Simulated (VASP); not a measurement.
# MgS (P6/mmm) in VASP: a series of runs, part 2 of 2

VASP 6.6.1. The steps go on from the part before.

### Step 4. Relaxation of cell and atoms, PBE

INCAR

```
ALGO     = Normal         # electronic algorithm
EDIFF    = 1E-6           # SCF threshold, eV
EDIFFG   = -0.01          # ionic threshold
ENCUT    = 600            # plane-wave cutoff, eV
GGA      = PE             # functional
IBRION   = 2              # ionic algorithm
ISIF     = 3              # what is computed and relaxed
ISMEAR   = 0              # smearing method
LASPH    = T              # aspherical terms in the spheres
LCHARG   = F              # write CHGCAR
LREAL    = F              # projectors in reciprocal space
LWAVE    = F              # write WAVECAR
NELM     = 60             # most SCF steps
NSW      = 100            # ionic steps
PREC     = Accurate       # precision mode
SIGMA    = 0.02           # smearing width, eV
```

KPOINTS

```
k-points
0
Gamma
  6 6 6
```

POSCAR

```
MgS
1.0
    5.1324592340      0.0000000000      0.0000000000
   -2.5662296170      4.4448400805      0.0000000000
    0.0000000000      0.0000000000      4.4420897421
Mg S
1 1
Direct
    0.0000000000      0.0000000000      0.0000000000
    0.0000000000      0.0000000000      0.5000000000
```

Started as:

```bash
$ cat potpaw_PBE.64/Mg/POTCAR potpaw_PBE.64/S/POTCAR > POTCAR
$ mpirun -np 1 vasp_std > vasp.out
```

Wall time 8 min (1 thread of Intel Xeon Platinum 8488C (Sapphire Rapids), shared host); peak memory 0.26 GiB.

The run converged. Its results:

```yaml
Free_energy: -6.3945 eV
Relaxed_cell: a = 6.973 Å, b = 6.973 Å, c = 4.456 Å, α = 90.00°, β = 90.00°, γ = 120.00°
Space_group_after_relaxing_to_0.05_Å: P6/mmm (No. 191)
Energy_gained_by_relaxing: 25.0 meV/atom
Ionic_steps: 32
Pressure_after_relaxing: 0.0 GPa
Band_gap_on_the_k_mesh: 2.56 eV, indirect (least direct gap 2.86 eV)
```

Step by step:
```tsv
step	energy change (eV)	largest force (eV/Å)	pressure (GPa)	volume (Å³)
1	0.0000	0.0000	0.27	101.34
2	-0.0029	0.0000	0.23	102.60
3	-0.0105	0.0000	0.12	106.44
4	-0.0219	0.0000	-0.09	114.34
5	-0.0324	0.0000	-0.39	131.07
6	-0.0339	0.0000	-0.34	131.66
7	-0.0375	0.0000	-0.20	133.44
8	-0.0415	0.0000	0.06	137.02
9	-0.0418	0.0000	0.17	138.49
10	-0.0418	0.0000	0.18	138.65
11	-0.0422	0.0000	0.18	139.74
12	-0.0433	0.0000	0.18	143.00
13	-0.0450	0.0000	0.19	149.65
14	-0.0470	0.0000	0.20	163.38
15	-0.0473	0.0000	-0.19	170.78
16	-0.0486	0.0000	-0.01	167.17
17	-0.0486	0.0000	-0.01	167.25
18	-0.0487	0.0000	-0.02	168.25
19	-0.0489	0.0000	-0.04	171.25
20	-0.0493	0.0000	-0.06	177.35
21	-0.0491	0.0000	-0.13	189.89
22	-0.0494	0.0000	-0.09	183.03
23	-0.0494	0.0000	-0.09	183.36
24	-0.0495	0.0000	-0.08	184.34
25	-0.0497	0.0000	-0.06	186.31
26	-0.0499	0.0000	-0.02	190.27
27	-0.0500	0.0000	-0.01	191.49
28	-0.0500	0.0000	-0.02	190.98
29	-0.0499	0.0000	-0.02	190.53
30	-0.0500	0.0000	-0.02	190.24
31	-0.0500	0.0000	-0.01	189.37
32	-0.0500	0.0000	0.01	187.62
```

Final structure:
```
CELL_PARAMETERS angstrom
6.97309 0.00000 0.00000
-3.48655 6.03888 0.00000
0.00000 0.00000 4.45557
ATOMIC_POSITIONS crystal
Mg 0.00000 0.00000 0.00000
S 0.00000 0.00000 0.50000
```

Levels at points of the mesh, in eV from the valence-band top:
| k point | band 2 | band 3 | band 4 | band 5 | band 6 | band 7 |
| --- | --- | --- | --- | --- | --- | --- |
| (0.00, 0.00, 0.00) | -1.60 | -0.30 | -0.30 | 2.56 | 5.55 | 6.77 |
| (0.50, 0.00, 0.00) | -1.60 | -0.38 | -0.32 | 2.93 | 5.09 | 5.77 |
| (0.00, 0.00, 0.50) | -2.97 | 0.00 | 0.00 | 4.89 | 4.89 | 4.93 |
| (0.50, 0.00, 0.50) | -2.96 | -0.04 | -0.01 | 4.33 | 4.76 | 5.55 |

Caveat: the volume moved by over 15 % at a fixed basis, so the end points are rough. A k mesh can miss the band edges.

### Step 5. Relaxation of cell and atoms, PBE

This run uses another cell than the first one, of 82.24 Å³/atom, 1.623 times its volume.

INCAR

```
ALGO = Normal
EDIFF = 1E-7
EDIFFG = -0.01
ENCUT = 600
GGA = PE
IBRION = 2
ISIF = 3
ISMEAR = 0
LASPH = T
LCHARG = F
LREAL = F
LWAVE = F
NELM = 100
NSW = 100
PREC = Accurate
SIGMA = 0.02
```

KPOINTS is that of step 4.

POSCAR

```
MgS
1.0
    6.5286410550      0.0000000000      0.0000000000
   -3.2643205275      5.6539690059      0.0000000000
    0.0000000000      0.0000000000      4.4559373458
Mg S
1 1
Direct
    0.0000000000      0.0000000000      0.0000000000
    0.0000000000      0.0000000000      0.5000000000
```

Started as:

```bash
$ cat potpaw_PBE.64/Mg/POTCAR potpaw_PBE.64/S/POTCAR > POTCAR
$ mpirun -np 1 vasp_std > vasp.out
```

Wall time 6 min (1 thread of Intel Xeon Platinum 8488C (Sapphire Rapids), shared host); peak memory 0.35 GiB.

The run converged. Its results:

- Free energy: -6.3982 eV
- Relaxed cell: a = 6.960 Å, b = 6.960 Å, c = 4.456 Å, α = 90.00°, β = 90.00°, γ = 120.00°
- Space group after relaxing (to 0.05 Å): P6/mmm (No. 191)
- Energy gained by relaxing: 0.9 meV/atom
- Ionic steps: 12
- Pressure after relaxing: 0.0 GPa
- Band gap on the k mesh: 2.55 eV, indirect (least direct gap 2.86 eV)

The path:
```csv
step,energy change (eV),largest force (eV/Å),pressure (GPa),volume (Å³)
1,0.0000,0.0000,0.01,164.48
2,0.0000,0.0000,0.03,164.57
3,0.0000,0.0000,0.03,164.56
4,0.0000,0.0000,0.03,164.67
5,-0.0001,0.0000,0.03,165.01
6,-0.0002,0.0000,0.03,165.70
7,-0.0004,0.0000,0.03,167.07
8,-0.0007,0.0000,0.03,169.82
9,-0.0012,0.0000,0.03,175.41
10,-0.0019,0.0000,0.02,186.84
11,0.0052,0.0000,-0.36,189.89
12,-0.0019,0.0000,0.00,186.97
```

Final structure:
```
Mg S
1.0
     6.96042    0.00000    0.00000
    -3.48021    6.02790    0.00000
     0.00000    0.00000    4.45614
Mg S
1 1
Direct
  0.00000 0.00000 0.00000
  0.00000 0.00000 0.50000
```

Levels at points of the mesh, in eV from the valence-band top:
| k point | band 1 | band 2 | band 3 | band 4 | band 5 | band 6 | band 7 | band 8 |
| --- | --- | --- | --- | --- | --- | --- | --- | --- |
| (0.00, 0.00, 0.00) | -10.38 | -1.60 | -0.30 | -0.30 | 2.55 | 5.55 | 6.78 | 6.78 |
| (0.50, 0.00, 0.00) | -10.38 | -1.60 | -0.38 | -0.32 | 2.93 | 5.09 | 5.77 | 6.52 |
| (0.00, 0.00, 0.50) | -10.17 | -2.97 | 0.00 | 0.00 | 4.89 | 4.89 | 4.93 | 5.94 |
| (0.50, 0.00, 0.50) | -10.16 | -2.96 | -0.04 | -0.01 | 4.33 | 4.76 | 5.55 | 7.03 |

A k mesh can miss the band edges. Expect the measured gap to be larger: semilocal functionals such as PBE lack the derivative discontinuity.

### Step 6. The runs side by side

| task | cell | k mesh | cutoff (eV) | smearing | gap on the mesh (eV) | pressure (GPa) | relaxed volume (Å³/atom) |
| --- | --- | --- | --- | --- | --- | --- | --- |
| single point | a = 5.132, b = 5.132, c = 4.442 Å, angles 90.0, 90.0, 120.0°, 2 atoms | 6 × 6 × 4 | 520 | gaussian 0.1 eV | 1.70 | 0.3 | - |
| single point | a = 6.529, b = 6.529, c = 4.456 Å, angles 90.0, 90.0, 120.0°, 2 atoms | 6 × 6 × 6 | 520 | gaussian 0.02 eV | 2.44 | 0.0 | - |
| relaxation of cell and atoms | relaxed from a = 5.132, b = 5.132, c = 4.442 Å, angles 90.0, 90.0, 120.0°, 2 atoms | 6 × 6 × 6 | 600 | gaussian 0.02 eV | 2.56 | 0.0 | 93.81 |
| relaxation of cell and atoms | relaxed from a = 6.529, b = 6.529, c = 4.456 Å, angles 90.0, 90.0, 120.0°, 2 atoms | 6 × 6 × 6 | 600 | gaussian 0.02 eV | 2.55 | 0.0 | 93.48 |

Alike in all rows: level PBE; potentials or basis VASP PAW PBE potentials, release 64 (Mg, S); no spin polarisation.

Caveats: the volume moved by over 15 % at a fixed basis, so the end points are rough (some runs).

Total energies depend on the potentials used, so only differences within one code and one set of settings carry meaning.
